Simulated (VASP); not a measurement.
MnS, 2 atoms in the cell. Symmetry: Pm-3m, No. 221, cubic system. The conventional cell has a = 3.099 Å, b = 3.099 Å, c = 3.099 Å, α = 90.00°, β = 90.00°, γ = 90.00°. Within 3.5 Å of Mn (site symmetry m-3m) lie 8 S at 2.68 Å and 6 Mn at 3.10 Å. S (site symmetry m-3m) has 8 Mn at 2.68 Å and 6 S at 3.10 Å within 3.5 Å. 

```yaml
Program: VASP 6.6.1
Task: single point
Functional: PBEsol
Potentials_or_basis: VASP PAW PBE potentials, release 64 (Mn_pv, S)
Cutoff: 520 eV
k_mesh: 9 × 9 × 9
Occupations: fermi-dirac, width 0.05 eV
Spin: collinear spin, ferromagnetic start
Starting_moments: "[2.8, 0.0] μB"
Dipole_correction: no
Further_INCAR_settings: ALGO = Normal; EDIFF = 1e-07; NBANDS = 20
```

Potentials or basis: VASP PAW PBE potentials, release 64 (Mn_pv, S).

Run with:

```bash
$ cat potpaw_PBE.64/Mn_pv/POTCAR potpaw_PBE.64/S/POTCAR > POTCAR
$ mpirun -np 1 vasp_std > vasp.out
```

Hardware: 1 thread of Intel(R) Xeon(R) Platinum 8488C (Sapphire Rapids) (shared host).

How long does it take, and how much memory?

Run time: 17 s on 1 thread of Intel(R) Xeon(R) Platinum 8488C (Sapphire Rapids) (shared host), peak memory 0.16 GiB. Counts: scf iterations 16, k points 35.
